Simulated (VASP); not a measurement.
# Ca (I4/mmm) in VASP: further runs, part 2 of 2

VASP 6.6.1.

### Step 4. Relaxation of shape and atoms at fixed volume, PBE (38.29 Å³/atom)

This run uses another cell than the first one, of 38.29 Å³/atom.

The input, INCAR:

```
  PREC = Accurate
  ENCUT = 600
  EDIFF = 1E-7
  ISMEAR = 0
  SIGMA = 0.1
  LREAL = False
  LASPH = True
  NELM = 60
  ALGO = Fast
  ISIF = 4
  LWAVE = False
  LCHARG = False
  GGA = PE
  IBRION = 2
  NSW = 50
  EDIFFG = -0.01
```

The input, KPOINTS:

```
Automatic mesh
0
Gamma
  18 18 18
```

The input, POSCAR:

```
Ca
1.0
   -2.1743283240      2.1743283240      2.0247118018
    2.1743283240     -2.1743283240      2.0247118018
    2.1743283240      2.1743283240     -2.0247118018
Ca
1
Direct
    0.0000000000      0.0000000000      0.0000000000
```

Potentials or basis: VASP PAW PBE potentials, release 64 (Ca_sv).

Launch:

```bash
> cat potpaw_PBE.64/Ca_sv/POTCAR > POTCAR
> mpirun -np 1 vasp_std > vasp.out
```

OUTCAR:

```text
PREC = Accurate
   ENCUT = 600
   EDIFF = 1E-7
   ISMEAR = 0
   LREAL = False
   LASPH = True
   NELM = 60
   ISIF = 4
   GGA = PE
   IBRION = 2
   NSW = 50
   EDIFFG = -0.01

 ion  position               nearest neighbor table
   1  0.000  0.000  0.000-

  LATTYP: Found a body centered tetragonal cell.
 ALAT       =     4.3486566480
 C/A-ratio  =     0.9311895446

  Lattice vectors:

 A1 = (  -2.1743283240,   2.1743283240,   2.0247118018)
 A2 = (   2.1743283240,  -2.1743283240,   2.0247118018)
 A3 = (   2.1743283240,   2.1743283240,  -2.0247118018)

Analysis of symmetry for initial positions (statically):
=====================================================================
 Subroutine PRICEL returns:
 Original cell was already a primitive cell.

 Routine SETGRP: Setting up the symmetry group for a
 body centered tetragonal supercell.

 Subroutine GETGRP returns: Found 16 space group operations
 (whereof 16 operations were pure point group operations)
 out of a pool of 16 trial point group operations.

The static configuration has the point symmetry D_4h.

Analysis of symmetry for dynamics (positions and initial velocities):
=====================================================================
 Subroutine PRICEL returns:
 Original cell was already a primitive cell.

 Routine SETGRP: Setting up the symmetry group for a
 body centered tetragonal supercell.

 Subroutine GETGRP returns: Found 16 space group operations
 (whereof 16 operations were pure point group operations)
 out of a pool of 16 trial point group operations.

The dynamic configuration has the point symmetry D_4h.

 Subroutine INISYM returns: Found 16 space group operations
 (whereof 16 operations are pure point group operations),
 and found     1 'primitive' translations

----------------------------------------------------------------------------------------

                                     Primitive cell

  volume of cell :      38.2889

  direct lattice vectors                    reciprocal lattice vectors
    -2.174328324  2.174328324  2.024711802     0.000000000  0.229956072  0.246948726
     2.174328324 -2.174328324  2.024711802     0.229956072  0.000000000  0.246948726
     2.174328324  2.174328324 -2.024711802     0.229956072  0.229956072  0.000000000

  length of vectors
     3.681693252  3.681693252  3.681693252     0.337436614  0.337436614  0.325206995

  position of ions in fractional coordinates (direct lattice)
     0.000000000  0.000000000  0.000000000

  ion indices of the primitive-cell ions
   primitive index   ion index
                 1           1

----------------------------------------------------------------------------------------

 KPOINTS: Automatic mesh

Automatic generation of k-mesh.
 Grid dimensions read from file:
 generate k-points for:   18   18   18

 Generating k-lattice:

  Cartesian coordinates                     Fractional coordinates (reciprocal lattice)
     0.000000000  0.012775337  0.013719374     0.055555556  0.000000000  0.000000000
     0.012775337  0.000000000  0.013719374     0.000000000  0.055555556  0.000000000
     0.012775337  0.012775337  0.000000000     0.000000000  0.000000000  0.055555556

[... 41 lines left out ...]
   dimension x,y,z NGX =    30 NGY =   30 NGZ =   30
   dimension x,y,z NGXF=    60 NGYF=   60 NGZF=   60
   ions per type =               1
   NGX,Y,Z   is equivalent  to a cutoff of  13.55, 13.55, 13.55 a.u.
   NGXF,Y,Z  is equivalent  to a cutoff of  27.09, 27.09, 27.09 a.u.
 SYSTEM =  unknown system
   PREC   = accura    normal or accurate (medium, high low for compatibility)
   ISTART =      0    job   : 0-new  1-cont  2-samecut
   ICHARG =      2    charge: 1-file 2-atom 10-const
   ISPIN  =      1    spin polarized calculation?
   LNONCOLLINEAR =      F non collinear calculations
   LSORBIT =      F    spin-orbit coupling
   LASPH  =      T    aspherical Exc in radial PAW
   ENCUT  =  600.0 eV  44.10 Ry    6.64 a.u.   7.35  7.35  7.35*2*pi/ulx,y,z
   NELM   =     60;   NELMIN=  2; NELMDL= -5     # of ELM steps
   EDIFF  = 0.1E-06   stopping-criterion for ELM
   LREAL  =      F    real-space projection
   EDIFFG = -.1E-01   stopping-criterion for IOM
   NSW    =     50    number of steps for IOM
   IBRION =      2    ionic relax: 0-MD 1-quasi-New 2-CG
   NFREE  =      1    steps in history (QN), initial steepest desc. (CG)
   ISIF   =      4    stress and relaxation
   ISYM   =      2    0-nonsym 1-usesym 2-fastsym
   POTIM  = 0.5000    time-step for ionic-motion
   TEBEG  =    0.0;   TEEND  =   0.0 temperature during run
   PSTRESS=    0.0 pullay stress
   NELECT =      10.0000    total number of electrons
   NUPDOWN=      -1.0000    fix difference up-down
   EMIN   =  10.00;   EMAX   =-10.00  energy-range for DOS
   EFERMI =   0.00;   METHOD = LEGACY
   ISMEAR =     0;   SIGMA  =   0.10  broadening in eV -4-tet -1-fermi 0-gaus
   EFERMI_NEDOS =   21; number of points for ismear=-14 and -15
   IALGO  =     68    algorithm
   IMIX   =      4    mixing-type and parameters
     AMIX     =   0.40;   BMIX     =  1.00
     AMIX_MAG =   1.60;   BMIX_MAG =  1.00
  volume/ion in A,a.u.               =      38.29       258.39
  Fermi-wavevector in a.u.,A,eV,Ry     =   1.046446  1.977497 14.899062  1.095050
  Thomas-Fermi vector in A             =   2.181285
   LORBIT       =      0    0 simple, 1 ext, 2 COOP (PROOUT), +10 PAW based schemes
   GGA     = PE    functional components
   LHFCALC =     F    Hartree Fock is set to
   AEXX    =    0.0000 exact exchange contribution
   IVDW    =     0    specifies the selected vdW correction
   LEPSILON=     F    determine dielectric tensor
   LRPA    =     F    only Hartree local field effects (RPA)
 conjugate gradient relaxation of ions
 non-spin polarized calculation
 RMM-DIIS sequential band-by-band and
 Gauss-broadening in eV      SIGMA  =   0.10
  energy-cutoff  :      600.00
  volume of cell :       38.29
 maximum number of plane-waves:      1304
 NGX is ok and might be reduce to    30
   NGX = 15   NGY = 15   NGZ = 15

--------------------------------------- Ionic step        1  -------------------------------------------

 number of electron      10.0000000 magnetization

 number of electron       9.9999999 magnetization

 Free energy of the ion-electron system (eV)
  ---------------------------------------------------
  ext. energy  EPLUGINS =         0.00000000
  ---------------------------------------------------
  free energy    TOTEN  =        -1.89570613 eV

  energy without entropy =       -1.88879256  energy(sigma->0) =       -1.89224934

------------------------ aborting loop because EDIFF is reached ----------------------------------------

  FORCE on cell =-STRESS in cart. coord.  units (eV):
  Direction    XX          YY          ZZ          XY          YZ          ZX
  --------------------------------------------------------------------------------------
  -------------------------------------------------------------------------------------
  Total        0.4408899      0.4408899      0.4606368      0.0000000      0.0000000      0.0000000
  in kB       18.4487652     18.4487652     19.2750597      0.0000000      0.0000000      0.0000000
  external PRESSURE =      18.7241967 kB  Pullay stress =       0.0000000 kB
[... 57 lines left out ...]
--------------------------------------- Ionic step        3  -------------------------------------------

 number of electron       9.9999999 magnetization

 Free energy of the ion-electron system (eV)
  ---------------------------------------------------
  ext. energy  EPLUGINS =         0.00000000
  ---------------------------------------------------
  free energy    TOTEN  =        -1.89574784 eV

  energy without entropy =       -1.88875049  energy(sigma->0) =       -1.89224916

 E-fermi :   2.4181     XC(G=0):  -8.0398

 val. band max:        2.4158458008   @ k =  -0.3889  -0.3889   0.1111
 cond. band min:       2.4223666869   @ k =  -0.4444   0.5000   0.4444
 fundamental gap:      0.0065208861
 Fermi energy:         2.4180859185

 k-point     1 :       0.0000    0.0000    0.0000
  band No.  band energies     occupation
      1     -39.4172      2.00000
      2     -20.3286      2.00000
      3     -20.3117      2.00000
      4     -20.3117      2.00000
      5      -1.8306      2.00000
      6       4.6278      0.00000
      7       4.9786      0.00000
      8       4.9786      0.00000
      9       5.7616      0.00000
[... 265 lines left out ...]
 k-point    24 :      -0.2222    0.0556    0.0000
  band No.  band energies     occupation
      1     -39.4091      2.00000
      2     -20.3892      2.00000
      3     -20.3352      2.00000
      4     -20.3216      2.00000
      5      -1.0633      2.00000
      6       4.3054      0.00000
      7       4.4668      0.00000
      8       5.4335      0.00000
      9       5.7150      0.00000

 [... further k-points ...]
[... 5 lines left out ...]
  --------------------------------------------------------------------------------------
  -------------------------------------------------------------------------------------
  Total        0.4419086      0.4419086      0.4557133      0.0000000      0.0000000      0.0000000
  in kB       18.4913922     18.4913922     19.0690392      0.0000000      0.0000000      0.0000000
  external PRESSURE =      18.6839412 kB  Pullay stress =       0.0000000 kB
[... 16 lines left out ...]
  FREE ENERGIE OF THE ION-ELECTRON SYSTEM (eV)
  ---------------------------------------------------
  free  energy   TOTEN  =        -1.8957478402 eV

  energy  without entropy=       -1.8887504863  energy(sigma->0) =       -1.89224916

 reached required accuracy - stopping structural energy minimisation
```

CONTCAR:

```text
Ca
   1.00000000000000
    -2.1715700210834612    2.1715700210834612    2.0298585990643674
     2.1715700210834612   -2.1715700210834612    2.0298585990643674
     2.1715700210834612    2.1715700210834612   -2.0298585990643674
  Ca
     1
Direct
     0.0000000000000000    0.0000000000000000    0.0000000000000000

  0.00000000E+00  0.00000000E+00  0.00000000E+00
```

It took 8 min on 1 thread of Intel Xeon Platinum 8259CL at 2.50GHz (Skylake/Cascade Lake), shared host; peak memory 0.35 GiB.

What came out:

| Item | Value |
| --- | --- |
| Free energy | -1.8957 eV |
| Energy gained by relaxing | 0.0 meV/atom |
| Ionic steps | 3 |
| Pressure after relaxing | 1.9 GPa |
| Band gap on the k mesh | zero (bands 5 and 6 overlap by 0.41 eV) |

Final structure:
```
CELL_PARAMETERS angstrom
-2.17157 2.17157 2.02986
2.17157 -2.17157 2.02986
2.17157 2.17157 -2.02986
ATOMIC_POSITIONS crystal
Ca 0.00000 0.00000 0.00000
```

### Step 5. Relaxation of shape and atoms at fixed volume, PBE (39.55 Å³/atom)

This run uses another cell than the first one, of 39.55 Å³/atom.

The input, INCAR:

```
SYSTEM = Ca
ALGO = Fast
EDIFF = 1E-6
EDIFFG = -0.01
ENCUT = 600
GGA = PE
IBRION = 2
ISIF = 4
ISMEAR = 0
LASPH = .True.
LCHARG = .False.
LREAL = .False.
LWAVE = .False.
NELM = 80
NSW = 50
PREC = Accurate
SIGMA = 0.1
```

The input, KPOINTS:

```
k-points
0
Gamma
  18 18 18
  0 0 0
```

The input, POSCAR:

```
Ca
1.0
   -2.1979641793      2.1979641793      2.0467212631
    2.1979641793     -2.1979641793      2.0467212631
    2.1979641793      2.1979641793     -2.0467212631
Ca
1
Direct
    0.0000000000      0.0000000000      0.0000000000
```

Launch:

```bash
> cat potpaw_PBE.64/Ca_sv/POTCAR > POTCAR
> mpirun -np 1 vasp_std > vasp.out
```

Wall time 3.3 min (1 thread of Intel Xeon Platinum 8259CL at 2.50GHz (Skylake/Cascade Lake), shared host); peak memory 0.35 GiB.

Results (log left out):

* Free energy: -1.9078 eV
* Pressure after relaxing: 1.2 GPa
* Band gap on the k mesh: zero (bands 5 and 6 overlap by 0.41 eV)

Final structure:
```
CELL_PARAMETERS angstrom
-2.19796 2.19796 2.04672
2.19796 -2.19796 2.04672
2.19796 2.19796 -2.04672
ATOMIC_POSITIONS crystal
Ca 0.00000 0.00000 0.00000
```

Levels at points of the mesh, in eV from the Fermi level:
| k point | band 1 | band 2 | band 3 | band 4 | band 5 | band 6 | band 7 | band 8 | band 9 |
| --- | --- | --- | --- | --- | --- | --- | --- | --- | --- |
| (0.00, 0.00, 0.00) | -41.91 | -22.83 | -22.81 | -22.81 | -4.19 | 2.16 | 2.52 | 2.52 | 3.26 |
| (0.50, 0.00, 0.00) | -41.89 | -23.00 | -22.88 | -22.83 | -0.90 | 0.13 | 1.21 | 3.46 | 3.97 |
| (0.50, 0.50, 0.00) | -41.90 | -22.99 | -22.88 | -22.81 | -1.05 | -0.13 | 1.65 | 3.14 | 3.70 |
| (0.50, 0.50, 0.50) | -41.88 | -22.95 | -22.95 | -22.94 | -0.11 | 0.03 | 3.79 | 3.79 | 4.37 |

### Step 6. Overview

```tsv
task	cell	cutoff (eV)	gap on the mesh (eV)	pressure (GPa)
single point	a = 3.922 Å, angles 107.6, 107.6, 113.3°, 1 atom	520	none	-1.4
relaxation of shape and atoms at fixed volume	relaxed from a = 3.641 Å, angles 107.6, 107.6, 113.3°, 1 atom	600	none	2.5
relaxation of shape and atoms at fixed volume	relaxed from a = 3.682 Å, angles 107.6, 107.6, 113.3°, 1 atom	600	none	1.9
relaxation of shape and atoms at fixed volume	relaxed from a = 3.722 Å, angles 107.6, 107.6, 113.3°, 1 atom	600	none	1.2
```

Alike in all rows: level PBE; potentials or basis VASP PAW PBE potentials, release 64 (Ca_sv); no spin polarisation; k mesh 18 × 18 × 18; smearing gaussian 0.1 eV.

Absolute energies hang on the potentials; compare differences alone.
